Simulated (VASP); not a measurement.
A run of VASP 6.6.1 is set up as follows.

File INCAR:

```
  PREC = Accurate
  ENCUT = 500
  EDIFF = 1E-7
  ISMEAR = 0
  SIGMA = 0.1
  LREAL = F
  LASPH = T
  NELM = 120
  ALGO = Normal
  ISIF = 4
  LWAVE = F
  LCHARG = F
  GGA = PE
  IVDW = 12
  IBRION = 2
  NSW = 50
  EDIFFG = -0.01
  GGA_COMPAT = F
  NELMIN = 4
```

File KPOINTS:

```
regular mesh
0
Gamma
  15 15 8
```

POSCAR

```
TiS2
1.0
    3.2779101915      0.0000000000      0.0000000000
   -1.6389550958      2.8387534972      0.0000000000
    0.0000000000      0.0000000000      5.2797769388
Ti S
1 2
Direct
    0.0000000000      0.0000000000      0.0000000000
    0.3333333333      0.6666666667      0.2688874798
    0.6666666667      0.3333333333      0.7311125202
```

Potentials or basis: VASP PAW PBE potentials, release 64 (Ti_sv, S).

Run with:

```sh
$ cat potpaw_PBE.64/Ti_sv/POTCAR potpaw_PBE.64/S/POTCAR > POTCAR
$ mpirun -np 1 vasp_std > vasp.out
```

**Question.** Predict the dispersion energy per atom.

**Answer.** -0.453 eV.

**Question.** Predict the band gap on the k mesh.

**Answer.** Zero (band 12 reaches 7.91 eV, above the bottom of band 13 at 7.11 eV).

Step by step:
| step | energy change (eV) | largest force (eV/Å) | pressure (GPa) | volume (Å³) |
| --- | --- | --- | --- | --- |
| 1 | 0.0000 | 0.3877 | 7.41 | 49.13 |
| 2 | -0.0086 | 0.0758 | 5.92 | 49.13 |
| 3 | -0.0089 | 0.0088 | 5.61 | 49.13 |
| 4 | -0.0094 | 0.0046 | 5.54 | 49.13 |
| 5 | -0.0095 | 0.0007 | 5.49 | 49.13 |

Caveat: the cell differs from its parent crystal (volume scaled by 0.91); pairwise dispersion overbinds metals, which lowers pressure and volume.
